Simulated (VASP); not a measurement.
# Cr (Im-3m) in VASP: further runs

Cr is run at these levels: r2SCAN; tasks: single point.

Program: VASP 6.6.1. These are calculated values, not measurements. Logs are shortened: lines on timing, memory, paths and dates and some standing lists are left out, and cuts for length are marked.

**1. The cell of the first run**

The structure is cubic, space group Im-3m (No. 229). The conventional cell has a = 2.919 Å, b = 2.919 Å, c = 2.919 Å, α = 90.00°, β = 90.00°, γ = 90.00°. Cr (site symmetry m-3m) has 14 Cr at 2.53 to 2.92 Å within 3.3 Å.

**2. Single point, r2SCAN, collinear spin, antiferromagnetic start (12.44 Å³/atom)**

File POSCAR:

```
Cr
1.0
    2.9193656156      0.0000000000      0.0000000000
    0.0000000000      2.9193656156      0.0000000000
    0.0000000000      0.0000000000      2.9193656156
Cr
2
Direct
    0.0000000000      0.0000000000      0.0000000000
    0.5000000000      0.5000000000      0.5000000000
```

File INCAR.step1:

```
ALGO     = Normal         # electronic algorithm
EDIFF    = 1E-4           # SCF threshold, eV
ENCUT    = 520            # plane-wave cutoff, eV
GGA      = PE             # functional
ISMEAR   = 0              # smearing method
ISPIN    = 2              # spin polarisation
LASPH    = True           # aspherical terms in the spheres
LCHARG   = False          # write CHGCAR
LMAXMIX  = 4              # l up to which the mixer works
LREAL    = False          # projectors in reciprocal space
LWAVE    = True           # write WAVECAR
MAGMOM   = 2.66 -2.66     # initial moments
NBANDS   = 23             # bands
NELM     = 150            # most SCF steps
PREC     = Accurate       # precision mode
SIGMA    = 0.05           # smearing width, eV
```

File INCAR.step2:

```
ALGO     = Normal         # electronic algorithm
EDIFF    = 1E-7           # SCF threshold, eV
ENCUT    = 520            # plane-wave cutoff, eV
ISIF     = 2              # what is computed and relaxed
ISMEAR   = 0              # smearing method
ISPIN    = 2              # spin polarisation
ISTART   = 1            
LASPH    = True           # aspherical terms in the spheres
LCHARG   = False          # write CHGCAR
LMAXMIX  = 4              # l up to which the mixer works
LMIXTAU  = True         
LORBIT   = 11             # projections on sites
LREAL    = False          # projectors in reciprocal space
LWAVE    = False          # write WAVECAR
MAGMOM   = 2.66 -2.66     # initial moments
METAGGA  = R2SCAN         # meta-GGA
NBANDS   = 23             # bands
NELM     = 150            # most SCF steps
PREC     = Accurate       # precision mode
SIGMA    = 0.05           # smearing width, eV
```

File KPOINTS:

```
k-points
0
Gamma
  16 16 16
```

Potentials or basis: VASP PAW PBE potentials, release 64 (Cr_pv).

Command:

```
$ cat potpaw_PBE.64/Cr_pv/POTCAR > POTCAR
$ cp INCAR.step1 INCAR
$ mpirun -np 1 vasp_std > vasp.out
$ cp INCAR.step2 INCAR
$ mpirun -np 1 vasp_std > vasp.out
```

OUTCAR:

```text
EDIFF = 1E-7
   ENCUT = 520
   ISIF = 2
   ISMEAR = 0
   ISPIN = 2
   ISTART = 1
   LASPH = True
   LORBIT = 11
   LREAL = False
   METAGGA = R2SCAN
   NELM = 150
   PREC = Accurate

 ion  position               nearest neighbor table
   1  0.000  0.000  0.000-   2 2.53   2 2.53   2 2.53   2 2.53   2 2.53   2 2.53   2 2.53   2 2.53

   2  0.500  0.500  0.500-   1 2.53   1 2.53   1 2.53   1 2.53   1 2.53   1 2.53   1 2.53   1 2.53

  LATTYP: Found a simple cubic cell.
 ALAT       =     2.9193656156

  Lattice vectors:

 A1 = (   2.9193656156,   0.0000000000,   0.0000000000)
 A2 = (   0.0000000000,   2.9193656156,   0.0000000000)
 A3 = (   0.0000000000,   0.0000000000,   2.9193656156)

Analysis of symmetry for initial positions (statically):
=====================================================================
 Subroutine PRICEL returns following result:

  LATTYP: Found a body centered cubic cell.
 ALAT       =     2.9193656156

  Lattice vectors:

 A1 = (   1.4596828078,   1.4596828078,  -1.4596828078)
 A2 = (  -1.4596828078,   1.4596828078,   1.4596828078)
 A3 = (   1.4596828078,  -1.4596828078,   1.4596828078)

   2 primitive cells build up your supercell.

 Routine SETGRP: Setting up the symmetry group for a
 simple cubic supercell.

 Subroutine GETGRP returns: Found 48 space group operations
 (whereof 48 operations were pure point group operations)
 out of a pool of 48 trial point group operations.

The static configuration has the point symmetry O_h .

Analysis of symmetry for dynamics (positions and initial velocities):
=====================================================================
 Subroutine PRICEL returns following result:

  LATTYP: Found a body centered cubic cell.
 ALAT       =     2.9193656156

  Lattice vectors:

 A1 = (   1.4596828078,   1.4596828078,  -1.4596828078)
 A2 = (  -1.4596828078,   1.4596828078,   1.4596828078)
 A3 = (   1.4596828078,  -1.4596828078,   1.4596828078)

   2 primitive cells build up your supercell.

 Routine SETGRP: Setting up the symmetry group for a
 simple cubic supercell.

 Subroutine GETGRP returns: Found 48 space group operations
 (whereof 48 operations were pure point group operations)
 out of a pool of 48 trial point group operations.

The dynamic configuration has the point symmetry O_h .

Analysis of structural, dynamic, and magnetic symmetry:
=====================================================================
 Subroutine PRICEL returns following result:

  LATTYP: Found a body centered cubic cell.
 ALAT       =     2.9193656156

  Lattice vectors:

 A1 = (   1.4596828078,   1.4596828078,  -1.4596828078)
 A2 = (  -1.4596828078,   1.4596828078,   1.4596828078)
 A3 = (   1.4596828078,  -1.4596828078,   1.4596828078)

   2 primitive cells build up your supercell.

 Routine SETGRP: Setting up the symmetry group for a
 simple cubic supercell.

 Subroutine GETGRP returns: Found 48 space group operations
 (whereof 48 operations were pure point group operations)
 out of a pool of 48 trial point group operations.

The overall configuration has the point symmetry O_h .

 Subroutine INISYM returns: Found 48 space group operations
 (whereof 48 operations are pure point group operations),
 and found     2 'primitive' translations

----------------------------------------------------------------------------------------

                                     Primitive cell

  volume of cell :      12.4404

  direct lattice vectors                    reciprocal lattice vectors
     1.459682808  1.459682808 -1.459682808     0.342540172  0.342540172  0.000000000
    -1.459682808  1.459682808  1.459682808     0.000000000  0.342540172  0.342540172
     1.459682808 -1.459682808  1.459682808     0.342540172  0.000000000  0.342540172

  length of vectors
     2.528244786  2.528244786  2.528244786     0.484424957  0.484424957  0.484424957

  position of ions in fractional coordinates (direct lattice)
     0.000000000  0.000000000  0.000000000

  ion indices of the primitive-cell ions
   primitive index   ion index
                 1           1

----------------------------------------------------------------------------------------

 KPOINTS: k-points

Automatic generation of k-mesh.
 Grid dimensions read from file:
 generate k-points for:   16   16   16

 Generating k-lattice:

  Cartesian coordinates                     Fractional coordinates (reciprocal lattice)
     0.021408761  0.000000000  0.000000000     0.062500000  0.000000000  0.000000000
     0.000000000  0.021408761  0.000000000     0.000000000  0.062500000  0.000000000
     0.000000000  0.000000000  0.021408761     0.000000000  0.000000000  0.062500000

  Length of vectors
     0.021408761  0.021408761  0.021408761

  Shift w.r.t. Gamma in fractional coordinates (k-lattice)
     0.000000000  0.000000000  0.000000000

 Subroutine IBZKPT returns following result:
 ===========================================

 Found    165 irreducible k-points:

 Following reciprocal coordinates:
            Coordinates               Weight
  0.000000  0.000000  0.000000      1.000000
  0.062500  0.000000  0.000000      6.000000
  0.125000  0.000000  0.000000      6.000000
  0.187500  0.000000  0.000000      6.000000
  0.250000  0.000000  0.000000      6.000000
  0.312500  0.000000  0.000000      6.000000
[... 16 lines left out ...]
  0.437500  0.125000  0.000000     24.000000
  0.500000  0.125000  0.000000     12.000000
 [... further k-points ...]
   k-points           NKPTS =    165   k-points in BZ     NKDIM =    165   number of bands    NBANDS=     23
   number of dos      NEDOS =    301   number of ions     NIONS =      2
   total plane-waves  NPLWV =  13824
   dimension x,y,z NGX =    24 NGY =   24 NGZ =   24
   dimension x,y,z NGXF=    48 NGYF=   48 NGZF=   48
   ions per type =               2
   NGX,Y,Z   is equivalent  to a cutoff of  13.67, 13.67, 13.67 a.u.
   NGXF,Y,Z  is equivalent  to a cutoff of  27.33, 27.33, 27.33 a.u.
 SYSTEM =  unknown system
   PREC   = accura    normal or accurate (medium, high low for compatibility)
   ISTART =      1    job   : 0-new  1-cont  2-samecut
   ICHARG =      0    charge: 1-file 2-atom 10-const
   ISPIN  =      2    spin polarized calculation?
   LNONCOLLINEAR =      F non collinear calculations
   LSORBIT =      F    spin-orbit coupling
   LASPH  =      T    aspherical Exc in radial PAW
   ENCUT  =  520.0 eV  38.22 Ry    6.18 a.u.   5.43  5.43  5.43*2*pi/ulx,y,z
   NELM   =    150;   NELMIN=  2; NELMDL=  0     # of ELM steps
   EDIFF  = 0.1E-06   stopping-criterion for ELM
   LREAL  =      F    real-space projection
   EDIFFG = 0.1E-05   stopping-criterion for IOM
   NSW    =      0    number of steps for IOM
   IBRION =     -1    ionic relax: 0-MD 1-quasi-New 2-CG
   NFREE  =      0    steps in history (QN), initial steepest desc. (CG)
   ISIF   =      2    stress and relaxation
   ISYM   =      2    0-nonsym 1-usesym 2-fastsym
   POTIM  = 0.5000    time-step for ionic-motion
   TEBEG  =    0.0;   TEEND  =   0.0 temperature during run
   PSTRESS=    0.0 pullay stress
   NELECT =      24.0000    total number of electrons
   NUPDOWN=      -1.0000    fix difference up-down
   EMIN   =  10.00;   EMAX   =-10.00  energy-range for DOS
   EFERMI =   0.00;   METHOD = LEGACY
   ISMEAR =     0;   SIGMA  =   0.05  broadening in eV -4-tet -1-fermi 0-gaus
   EFERMI_NEDOS =   21; number of points for ismear=-14 and -15
   IALGO  =     38    algorithm
   IMIX   =      4    mixing-type and parameters
     AMIX     =   0.40;   BMIX     =  1.00
     AMIX_MAG =   1.60;   BMIX_MAG =  1.00
  volume/ion in A,a.u.               =      12.44        83.95
  Fermi-wavevector in a.u.,A,eV,Ry     =   1.617546  3.056720 35.599051  2.616456
  Thomas-Fermi vector in A             =   2.711954
   LORBIT       =     11    0 simple, 1 ext, 2 COOP (PROOUT), +10 PAW based schemes
   METAGGA = R2SCAN    functional components
   LHFCALC =     F    Hartree Fock is set to
   AEXX    =    0.0000 exact exchange contribution
   IVDW    =     0    specifies the selected vdW correction
   LEPSILON=     F    determine dielectric tensor
   LRPA    =     F    only Hartree local field effects (RPA)
 spin polarized calculation
 Gauss-broadening in eV      SIGMA  =   0.05
  energy-cutoff  :      520.00
  volume of cell :       24.88
 maximum number of plane-waves:       691
 NGX is ok and might be reduce to    24
   NGX = 11   NGY = 11   NGZ = 11

 number of electron      24.0000010 magnetization       0.0000000

 number of electron      24.0000010 magnetization      -0.0000000

 Free energy of the ion-electron system (eV)
  ---------------------------------------------------
  ext. energy  EPLUGINS =         0.00000000
  ---------------------------------------------------
  free energy    TOTEN  =       -30.12680975 eV

  energy without entropy =      -30.12659010  energy(sigma->0) =      -30.12669992

 E-fermi :  10.2416     XC(G=0): -14.3735

 val. band max:       10.1764574933   @ k =   0.5000   0.0625   0.0625
 cond. band min:      10.2435366753   @ k =   0.5000   0.5000   0.1250
 fundamental gap:      0.0670791819
 Fermi energy:        10.2415952688

 spin component 1

 k-point     1 :       0.0000    0.0000    0.0000
  band No.  band energies     occupation
      1     -35.7834      1.00000
      2     -35.7834      1.00000
      3     -35.7834      1.00000
      4     -32.5831      1.00000
      5     -32.5831      1.00000
      6     -32.5831      1.00000
[... 613 lines left out ...]
     22      25.2835      0.00000
     23      28.2934      0.00000

 [... further k-points ...]

 spin component 2

 k-point     1 :       0.0000    0.0000    0.0000
  band No.  band energies     occupation
      1     -35.7834      1.00000
      2     -35.7834      1.00000
      3     -35.7834      1.00000
      4     -32.5831      1.00000
      5     -32.5831      1.00000
      6     -32.5831      1.00000
[... 613 lines left out ...]
     22      25.2835      0.00000
     23      28.2934      0.00000

 [... further k-points ...]
[... 5 lines left out ...]
  --------------------------------------------------------------------------------------
  -------------------------------------------------------------------------------------
  Total        0.8604095      0.8604095      0.8604095     -0.0000000     -0.0000000      0.0000000
  in kB       55.4051723     55.4051723     55.4051723     -0.0000000     -0.0000000      0.0000000
  external PRESSURE =      55.4051723 kB  Pullay stress =       0.0000000 kB

 VOLUME and BASIS-vectors are now :
 -----------------------------------------------------------------------------
  energy-cutoff  :      520.00
  volume of cell :       24.88
      direct lattice vectors                 reciprocal lattice vectors
     2.919365616  0.000000000  0.000000000     0.342540172  0.000000000  0.000000000
     0.000000000  2.919365616  0.000000000     0.000000000  0.342540172  0.000000000
     0.000000000  0.000000000  2.919365616     0.000000000  0.000000000  0.342540172

 POSITION                                       TOTAL-FORCE (eV/Angst)
 -----------------------------------------------------------------------------------
      0.00000      0.00000      0.00000        -0.000000     -0.000000     -0.000000
      1.45968      1.45968      1.45968         0.000000      0.000000      0.000000
 -----------------------------------------------------------------------------------
    total drift:                                0.000000      0.000000     -0.000000

  FREE ENERGIE OF THE ION-ELECTRON SYSTEM (eV)
  ---------------------------------------------------
  free  energy   TOTEN  =       -30.1268097458 eV

  energy  without entropy=      -30.1265901041  energy(sigma->0) =      -30.12669992

 total charge

# of ion       s       p       d       tot
------------------------------------------
    1        0.673   6.379   4.103  11.155
    2        0.673   6.379   4.103  11.155
--------------------------------------------------
tot          1.346  12.757   8.206  22.309

 magnetization (x)

# of ion       s       p       d       tot
------------------------------------------
    1        0.088   0.041   2.379   2.507
    2       -0.088  -0.041  -2.379  -2.507
--------------------------------------------------
tot          0.000   0.000   0.000   0.000
```

Wall time 19 min (1 thread of Oxide Virtual Turin-like, shared host); peak memory 0.22 GiB.

What came out:

```
Free energy                                           : -30.1268 eV
Pressure                                              : 5.5 GPa
Band gap on the k mesh                                : zero (filled and empty bands overlap)
Net moment                                            : 0.00 μB per cell
Site moments                                          : Cr +2.51, -2.51 μB
Valence electrons inside the program's atomic spheres : Cr 11.15
```

Caveat: the cell stands under pressure; the antiferromagnetic order is the one typed at the start, and another may lie lower; the PAW data sets were made with another functional, which shifts forces and pressure a little.

**3. Single point, r2SCAN, collinear spin, antiferromagnetic start (12.70 Å³/atom)**

This run uses another cell than the first one, of 12.70 Å³/atom.

File POSCAR:

```
Cr
1.0
    2.9394998078      0.0000000000      0.0000000000
    0.0000000000      2.9394998078      0.0000000000
    0.0000000000      0.0000000000      2.9394998078
Cr
2
Direct
    0.0000000000      0.0000000000      0.0000000000
    0.5000000000      0.5000000000      0.5000000000
```

File INCAR.step1:

```
SYSTEM = Cr
  ALGO = Normal
  EDIFF = 1E-4
  ENCUT = 520
  GGA = PE
  ISMEAR = 0
  ISPIN = 2
  LASPH = .TRUE.
  LCHARG = .FALSE.
  LMAXMIX = 4
  LREAL = .FALSE.
  LWAVE = .TRUE.
  MAGMOM = 2.75 -2.75
  NBANDS = 23
  NELM = 150
  PREC = Accurate
  SIGMA = 0.05
```

File INCAR.step2:

```
SYSTEM = Cr
  ALGO = Normal
  EDIFF = 1E-6
  ENCUT = 520
  ISIF = 2
  ISMEAR = 0
  ISPIN = 2
  ISTART = 1
  LASPH = .TRUE.
  LCHARG = .FALSE.
  LMAXMIX = 4
  LMIXTAU = .TRUE.
  LORBIT = 11
  LREAL = .FALSE.
  LWAVE = .FALSE.
  MAGMOM = 2.75 -2.75
  METAGGA = R2SCAN
  NBANDS = 23
  NELM = 150
  PREC = Accurate
  SIGMA = 0.05
```

File KPOINTS:

```
k-points
0
G
  16 16 16
  0 0 0
```

Potentials or basis: VASP PAW PBE potentials, release 64 (Cr_pv).

Command:

```
$ cat potpaw_PBE.64/Cr_pv/POTCAR > POTCAR
$ cp INCAR.step1 INCAR
$ mpirun -np 1 vasp_std > vasp.out
$ cp INCAR.step2 INCAR
$ mpirun -np 1 vasp_std > vasp.out
```

It took 24 min on 1 thread of Oxide Virtual Turin-like, shared host; peak memory 0.22 GiB.

The run converged. Its results:

| Quantity | Value |
| --- | --- |
| Free energy | -30.1404 eV |
| Pressure | 2.7 GPa |
| Band gap on the k mesh | zero (filled and empty bands overlap) |
| Net moment | 0.00 μB per cell |
| Site moments | Cr +2.59, -2.59 μB |
| Valence electrons inside the program's atomic spheres | Cr 11.12 |

Levels at points of the mesh, in eV from the Fermi level:
Spin up:
| k point | band 8 | band 9 | band 10 | band 11 | band 12 | band 13 | band 14 | band 15 | band 16 | band 17 |
| --- | --- | --- | --- | --- | --- | --- | --- | --- | --- | --- |
| (0.00, 0.00, 0.00) | -4.20 | -4.20 | -1.49 | -1.49 | -1.49 | 1.06 | 1.62 | 1.62 | 3.15 | 3.15 |
| (0.50, 0.00, 0.00) | -4.00 | -2.68 | -1.86 | -1.86 | -0.96 | -0.27 | 0.93 | 1.17 | 1.17 | 1.47 |
| (0.50, 0.50, 0.00) | -4.39 | -2.72 | -2.72 | 0.32 | 0.37 | 0.37 | 0.83 | 1.17 | 1.82 | 3.07 |
| (0.50, 0.50, 0.50) | -3.40 | -3.40 | -1.43 | -1.43 | -1.43 | 0.37 | 0.37 | 1.02 | 3.13 | 3.13 |
Spin down:
```tsv
k point	band 8	band 9	band 10	band 11	band 12	band 13	band 14	band 15	band 16	band 17
(0.00, 0.00, 0.00)	-4.20	-4.20	-1.49	-1.49	-1.49	1.06	1.62	1.62	3.15	3.15
(0.50, 0.00, 0.00)	-4.00	-2.68	-1.86	-1.86	-0.96	-0.27	0.93	1.17	1.17	1.47
(0.50, 0.50, 0.00)	-4.39	-2.72	-2.72	0.32	0.37	0.37	0.83	1.17	1.82	3.07
(0.50, 0.50, 0.50)	-3.40	-3.40	-1.43	-1.43	-1.43	0.37	0.37	1.02	3.13	3.13
```

Caveat: the antiferromagnetic order is the one typed at the start, and another may lie lower; the PAW data sets were made with another functional, which shifts forces and pressure a little.

The gap in the log of VASP goes by the Fermi energy; the results here count the filled bands.